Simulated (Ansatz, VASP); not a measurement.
## One calculation of SrTlB6, two programs

```
Sr Tl B
1.0
     5.29504    0.00000    0.00000
     0.00000    5.29504    0.00000
     0.00000    0.00000    7.08682
Sr Tl B
1 1 6
Cartesian
  0.0000 0.0000 3.5434
  0.0000 0.0000 0.0000
  0.0000 2.6475 0.0000
  2.6475 0.0000 0.0000
  3.4345 3.4345 3.5434
  1.8605 1.8605 3.5434
  1.8605 3.4345 3.5434
  3.4345 1.8605 3.5434
```

Alike in both runs: task relaxation of cell and atoms; functional PBE; k mesh 8 × 8 × 6; occupations gaussian, width 0.1 eV; no spin polarisation.

```csv
,VASP,Ansatz
version,VASP 6.6.1,Ansatz 0.2.0
potentials or method,"VASP PAW PBE potentials, release 64 (Sr_sv, Tl_d, B), cutoff 600 eV","scalar-relativistic, plane waves, PAW"
valence electrons in the cell,41,41
```

VASP gave:

| Item | Value |
| --- | --- |
| gap on the k mesh at the Fermi level, each at its own relaxed structure (eV) | none |
| relaxed volume (Å³/atom) | 25.03 |
| relaxed cell length with the largest relative difference (Å) | 7.002 |

Q: What did Ansatz give for the same quantities?

A: gap on the k mesh at the Fermi level, each at its own relaxed structure (eV): none; relaxed volume (Å³/atom): 25.04; relaxed cell length with the largest relative difference (Å): 7.014.

A gap of «none» marks a metal or a gap that the smearing closes.

Neither program's run includes spin-orbit coupling.
